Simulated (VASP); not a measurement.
# BaTiO3 (P4mm) in VASP: notebook, part 4 of 4

VASP 6.6.1.

## (6) Single point, r2SCAN

Contents of POSCAR:

```
BaTiO3
1.0
    3.9998000000      0.0000000000      0.0000000000
    0.0000000000      3.9998000000      0.0000000000
    0.0000000000      0.0000000000      4.0180000000
Ba Ti O
1 1 3
Direct
    0.0000000000      0.0000000000      0.0000000000
    0.5000000000      0.5000000000      0.4900000000
    0.5000000000      0.5000000000      0.0190000000
    0.5000000000      0.0000000000      0.5170000000
    0.0000000000      0.5000000000      0.5170000000
```

Contents of INCAR.step1:

```
ALGO = Normal
EDIFF = 1E-5
ENCUT = 910
GGA = PE
GGA_COMPAT = False
ISMEAR = 0
LASPH = True
LCHARG = False
LREAL = False
LWAVE = True
NBANDS = 28
NELM = 120
PREC = Accurate
SIGMA = 0.01
```

Contents of INCAR.step2:

```
ALGO = Normal
EDIFF = 1E-6
ENCUT = 910
GGA_COMPAT = False
ISIF = 2
ISMEAR = 0
ISTART = 1
LASPH = True
LCHARG = True
LELF = True
LMIXTAU = True
LREAL = False
LVHAR = True
LWAVE = False
METAGGA = R2SCAN
NBANDS = 28
NELM = 120
PREC = Accurate
SIGMA = 0.01
```

Contents of KPOINTS:

```
k-points
0
Gamma
  4 4 4
```

Potentials or basis: VASP PAW PBE potentials, release 64 (Ba_sv, Ti_sv, O_h).

Started as:

```
> cat potpaw_PBE.64/Ba_sv/POTCAR potpaw_PBE.64/Ti_sv/POTCAR potpaw_PBE.64/O_h/POTCAR > POTCAR
> cp INCAR.step1 INCAR
> mpirun -np 1 vasp_std > vasp.out
> cp INCAR.step2 INCAR
> mpirun -np 1 vasp_std > vasp.out
```

OUTCAR:

```text
EDIFF = 1E-6
   ENCUT = 910
   ISIF = 2
   ISMEAR = 0
   ISTART = 1
   LASPH = True
   LREAL = False
   METAGGA = R2SCAN
   NELM = 120
   PREC = Accurate

 ion  position               nearest neighbor table
   1  0.000  0.000  0.000-   4 2.79   5 2.79   5 2.79   4 2.79   3 2.83   3 2.83   3 2.83   3 2.83
                             4 2.88   5 2.88   5 2.88   4 2.88   2 3.45   2 3.45   2 3.45   2 3.45
   2  0.500  0.500  0.490-   3 1.89   4 2.00   5 2.00   4 2.00   5 2.00   3 2.13   1 3.45   1 3.45
                             1 3.45   1 3.45   1 3.49   1 3.49   1 3.49   1 3.49
   3  0.500  0.500  0.019-   2 1.89   2 2.13   1 2.83   1 2.83   1 2.83   1 2.83
   4  0.500  0.000  0.517-   2 2.00   2 2.00   1 2.79   1 2.79   1 2.88   1 2.88
   5  0.000  0.500  0.517-   2 2.00   2 2.00   1 2.79   1 2.79   1 2.88   1 2.88

  LATTYP: Found a simple tetragonal cell.
 ALAT       =     3.9998000000
 C/A-ratio  =     1.0045502275

  Lattice vectors:

 A1 = (   3.9998000000,   0.0000000000,   0.0000000000)
 A2 = (   0.0000000000,   3.9998000000,   0.0000000000)
 A3 = (   0.0000000000,   0.0000000000,   4.0180000000)

Analysis of symmetry for initial positions (statically):
=====================================================================
 Subroutine PRICEL returns:
 Original cell was already a primitive cell.

 Routine SETGRP: Setting up the symmetry group for a
 simple tetragonal supercell.

 Subroutine GETGRP returns: Found  8 space group operations
 (whereof  8 operations were pure point group operations)
 out of a pool of 16 trial point group operations.

The static configuration has the point symmetry C_4v.

Analysis of symmetry for dynamics (positions and initial velocities):
=====================================================================
 Subroutine PRICEL returns:
 Original cell was already a primitive cell.

 Routine SETGRP: Setting up the symmetry group for a
 simple tetragonal supercell.

 Subroutine GETGRP returns: Found  8 space group operations
[... 124 lines left out ...]
  Fermi-wavevector in a.u.,A,eV,Ry     =   1.397653  2.641181 26.578078  1.953434
  Thomas-Fermi vector in A             =   2.520888
   LORBIT       =      0    0 simple, 1 ext, 2 COOP (PROOUT), +10 PAW based schemes
   METAGGA = R2SCAN    functional components
   LHFCALC =     F    Hartree Fock is set to
   AEXX    =    0.0000 exact exchange contribution
   IVDW    =     0    specifies the selected vdW correction
   LEPSILON=     F    determine dielectric tensor
   LRPA    =     F    only Hartree local field effects (RPA)
 non-spin polarized calculation
 Gauss-broadening in eV      SIGMA  =   0.01
  energy-cutoff  :      910.00
  volume of cell :       64.28
 maximum number of plane-waves:      4032
 NGX is ok and might be reduce to    40
   NGX = 19   NGY = 19   NGZ = 19

 number of electron      40.0000003 magnetization

 Free energy of the ion-electron system (eV)
  ---------------------------------------------------
  ext. energy  EPLUGINS =         0.00000000
  ---------------------------------------------------
  free energy    TOTEN  =       -74.26909748 eV

  energy without entropy =      -74.26909748  energy(sigma->0) =      -74.26909748

 E-fermi :   4.0175     XC(G=0): -11.9040

 val. band max:        3.9004281213   @ k =   0.5000   0.5000   0.5000
 cond. band min:       6.0628506183   @ k =   0.0000   0.0000   0.0000
 fundamental gap:      2.1624224970
 Fermi energy:         4.0174924843

 k-point     1 :       0.0000    0.0000    0.0000
  band No.  band energies     occupation
      1     -54.9495      2.00000
      2     -30.1376      2.00000
      3     -30.1066      2.00000
      4     -30.1066      2.00000
      5     -21.6158      2.00000
      6     -13.9890      2.00000
[... 547 lines left out ...]
     27      11.9458      0.00000
     28      12.1720      0.00000

------------------------ aborting loop because EDIFF is reached ----------------------------------------

  FORCE on cell =-STRESS in cart. coord.  units (eV):
  Direction    XX          YY          ZZ          XY          YZ          ZX
  --------------------------------------------------------------------------------------
  -------------------------------------------------------------------------------------
  Total        0.2715650      0.2715650      0.6606145      0.0000000     -0.0000000      0.0000000
  in kB        6.7685845      6.7685845     16.4653962      0.0000000     -0.0000000      0.0000000
  external PRESSURE =      10.0008551 kB  Pullay stress =       0.0000000 kB

 VOLUME and BASIS-vectors are now :
 -----------------------------------------------------------------------------
  energy-cutoff  :      910.00
  volume of cell :       64.28
      direct lattice vectors                 reciprocal lattice vectors
     3.999800000  0.000000000  0.000000000     0.250012501  0.000000000  0.000000000
     0.000000000  3.999800000  0.000000000     0.000000000  0.250012501  0.000000000
     0.000000000  0.000000000  4.018000000     0.000000000  0.000000000  0.248880040

 POSITION                                       TOTAL-FORCE (eV/Angst)
 -----------------------------------------------------------------------------------
      0.00000      0.00000      0.00000        -0.000000      0.000000      0.084494
      1.99990      1.99990      1.96882         0.000000      0.000000     -0.175244
      1.99990      1.99990      0.07634        -0.000000     -0.000000      0.349872
      1.99990      0.00000      2.07731        -0.000000      0.000000     -0.129561
      0.00000      1.99990      2.07731        -0.000000     -0.000000     -0.129561
 -----------------------------------------------------------------------------------
    total drift:                                0.000000      0.000000      0.006134

  FREE ENERGIE OF THE ION-ELECTRON SYSTEM (eV)
  ---------------------------------------------------
  free  energy   TOTEN  =       -74.2690974840 eV

  energy  without entropy=      -74.2690974840  energy(sigma->0) =      -74.26909748
```

OUTCAR.step1:

```text
EDIFF = 1E-5
   ENCUT = 910
   GGA = PE
   ISMEAR = 0
[... 785 lines left out ...]
      1.99990      1.99990      1.96882        -0.000000     -0.000000     -0.215953
      1.99990      1.99990      0.07634         0.000000     -0.000000      0.320160
      1.99990      0.00000      2.07731         0.000000      0.000000     -0.088907
      0.00000      1.99990      2.07731         0.000000      0.000000     -0.088907
 -----------------------------------------------------------------------------------
    total drift:                                0.000000      0.000000     -0.000390

  FREE ENERGIE OF THE ION-ELECTRON SYSTEM (eV)
  ---------------------------------------------------
  free  energy   TOTEN  =       -39.9971296720 eV

  energy  without entropy=      -39.9971296720  energy(sigma->0) =      -39.99712967
```

OSZICAR.step1:

```text
N       E                     dE             d eps       ncg     rms          rms(c)
DAV:   1     0.596015969339E+03    0.59602E+03   -0.28947E+04  1008   0.236E+03
DAV:   2     0.604500171585E+02   -0.53557E+03   -0.50878E+03  1048   0.551E+02
DAV:   3    -0.446549212514E+02   -0.10510E+03   -0.10063E+03  1576   0.195E+02
DAV:   4    -0.506090872398E+02   -0.59542E+01   -0.59319E+01  1280   0.454E+01
DAV:   5    -0.508569331967E+02   -0.24785E+00   -0.24766E+00  1556   0.858E+00    0.233E+01
DAV:   6    -0.401185909753E+02    0.10738E+02   -0.55934E+01  1500   0.658E+01    0.100E+01
DAV:   7    -0.401510504786E+02   -0.32460E-01   -0.10452E+01  1380   0.224E+01    0.676E+00
DAV:   8    -0.399882296660E+02    0.16282E+00   -0.72185E-01  1220   0.743E+00    0.349E+00
DAV:   9    -0.400204942103E+02   -0.32265E-01   -0.34179E-01  1428   0.509E+00    0.149E+00
DAV:  10    -0.400007883955E+02    0.19706E-01   -0.11731E-01  1180   0.357E+00    0.605E-01
DAV:  11    -0.399972098854E+02    0.35785E-02   -0.13121E-02  1420   0.747E-01    0.165E-01
DAV:  12    -0.399971200404E+02    0.89845E-04   -0.10687E-03  1236   0.282E-01    0.495E-02
DAV:  13    -0.399971202144E+02   -0.17400E-06   -0.23656E-04  1192   0.160E-01    0.149E-02
DAV:  14    -0.399971296720E+02   -0.94576E-05   -0.45388E-05  1308   0.503E-02
   1 F= -.39997130E+02 E0= -.39997130E+02  d E =-.129740E-39
```

It took 2.7 min on 1 thread of Intel Xeon Platinum 8488C (Sapphire Rapids), shared host; peak memory 0.3 GiB.

What came out:

```yaml
Free_energy: -74.2691 eV
Pressure: 1.0 GPa
Largest_force: 0.350 eV/Å
Band_gap_on_the_k_mesh: 2.16 eV, indirect (least direct gap 2.45 eV)
```

Forces in eV/Å, atoms in the order of the input:
```
Ba   0.000  0.000  0.084
Ti   0.000  0.000 -0.175
O    0.000  0.000  0.350
O    0.000  0.000 -0.130
O    0.000  0.000 -0.130
```

Caveat: the cutoff is under 1.25 times the usual one of these potentials, so pressure, stress and relaxed cells hold a basis-set (Pulay) error; the PAW data sets were made with another functional, which shifts forces and pressure a little; spin-orbit coupling is left out, which moves the levels of the heavy elements.

## (7) Summary

```tsv
level	potentials or basis	cutoff (eV)	second run	gap on the mesh (eV)	pressure (GPa)	largest force (eV/Å)
r2SCAN	VASP PAW PBE potentials, release 64 (Ba_sv, Ti_sv, O)	520	-	2.15	1.2	0.33
RPBE	VASP PAW PBE potentials, release 64 (Ba_sv, Ti_sv, O_h)	910	hard_potentials	1.80	8.2	0.32
PBE	VASP PAW PBE potentials, release 64 (Ba_sv, Ti_sv, O_h)	910	hard_potentials	1.77	3.9	0.32
BLYP	VASP PAW PBE potentials, release 64 (Ba_sv, Ti_sv, O_h)	910	hard_potentials	1.79	9.6	0.24
r2SCAN	VASP PAW PBE potentials, release 64 (Ba_sv, Ti_sv, O_h)	910	hard_potentials	2.16	1.0	0.35
```

Alike in all rows: task single point; no spin polarisation; cell as given; k mesh 4 × 4 × 4; smearing gaussian 0.01 eV.

Caveats: spin-orbit coupling is left out, which moves the levels of the heavy elements; the PAW data sets were made with another functional, which shifts forces and pressure a little (some runs); the cutoff is under 1.25 times the usual one of these potentials, so pressure, stress and relaxed cells hold a basis-set (Pulay) error (some runs).

Total energies depend on the potentials used, so only differences within one code and one set of settings carry meaning.
